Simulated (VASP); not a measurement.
Write the native input for VASP 6.6.1 that does the following.

```
Task                   : single point
Functional             : PBEsol
Potentials or basis    : VASP PAW PBE potentials, release 64 (Sb)
Cutoff                 : 520 eV
k mesh                 : 6 × 6 × 4
Occupations            : fermi-dirac, width 0.1 eV
Spin                   : no spin polarisation
Dipole correction      : no
Further INCAR settings : ALGO = Normal; EDIFF = 1e-06; NBANDS = 12
```

The structure of Sb lies in POSCAR:

```
Sb
1.0
    4.3368030800      0.0000000000      0.0000000000
   -2.1684015400      3.7557816400      0.0000000000
    0.0000000000      0.0000000000      7.2209965700
Sb
2
Direct
    0.3333333333      0.6666666667      0.2381086100
    0.6666666667      0.3333333333      0.7618913900
```

One way to write it, as run:

INCAR

```
SYSTEM = Sb
  PREC = Accurate
  ENCUT = 520
  EDIFF = 1E-6
  ISMEAR = -1
  SIGMA = 0.1
  LREAL = .False.
  LASPH = .True.
  NELM = 80
  ALGO = Normal
  ISIF = 2
  LWAVE = .False.
  LCHARG = .False.
  GGA = PS
  NBANDS = 12
```

KPOINTS

```
Automatic mesh
0
Gamma
  6 6 4
  0 0 0
```

Potentials or basis: VASP PAW PBE potentials, release 64 (Sb).

Run with:

```bash
$ cat potpaw_PBE.64/Sb/POTCAR > POTCAR
$ mpirun -np 1 vasp_std > vasp.out
```

Results of the run:

```
Pressure               : -8.3 GPa
Largest force          : 0.405 eV/Å
Band gap on the k mesh : zero (band 5 reaches 2.37 eV, above the bottom of band 6 at 0.14 eV)
```

Caveat: the PAW data sets were made with another functional, which shifts forces and pressure a little; spin-orbit coupling is left out, which moves the levels of the heavy elements.

It took 9.5 s on 1 thread of Intel(R) Xeon(R) 6975P-C (Granite Rapids), on a shared host, peak memory 0.22 GiB.
